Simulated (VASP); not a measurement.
**MgO: single point with PBE**

The system is MgO.

```
Mg O
1.0
     3.24621    0.00000    0.00000
    -1.62310    2.81130    0.00000
     0.00000    0.00000    5.01955
Mg O
2 2
Direct
  0.33333 0.66667 0.99167
  0.66667 0.33333 0.49167
  0.33333 0.66667 0.38333
  0.66667 0.33333 0.88333
```

This cell differs from its parent crystal: volume changed by -6%.

```json
{
 "Program": "VASP 6.6.1",
 "Task": "single point",
 "Functional": "PBE",
 "Potentials or basis": "VASP PAW PBE potentials, release 64 (Mg, O)",
 "Cutoff": "520 eV",
 "k mesh": "9 × 9 × 4",
 "Occupations": "gaussian, width 0.01 eV",
 "Spin": "no spin polarisation",
 "Dipole correction": "no",
 "Further INCAR settings": "ALGO = Normal; EDIFF = 1e-07; NBANDS = 16"
}
```

| Item | Value |
| --- | --- |
| Pressure | 7.7 GPa |
| Largest force | 0.042 eV/Å |
| Band gap on the k mesh | 3.74 eV, direct |

Forces in eV/Å, atoms in the order of the input:
```
Mg   0.000  0.000 -0.042
Mg   0.000  0.000 -0.042
O    0.000  0.000  0.042
O    0.000  0.000  0.042
```

Stress tensor (GPa, compression positive):
```
8.05 0.00 0.00
0.00 8.05 0.00
0.00 0.00 7.09
```

Levels at points of the mesh, in eV from the valence-band top:
```
           k point  band 6  band 7  band 8  band 9  band 10  band 11
(0.00, 0.00, 0.00)   -0.32   -0.32    0.00    3.74     8.81    10.51
(0.00, 0.00, 0.50)   -0.48   -0.48   -0.48    6.23     6.23    13.42
```

Wall time 12 s on 1 thread of AMD EPYC 9R45 96-Core Processor (Zen 5), with other jobs on the host, peak memory 0.14 GiB.
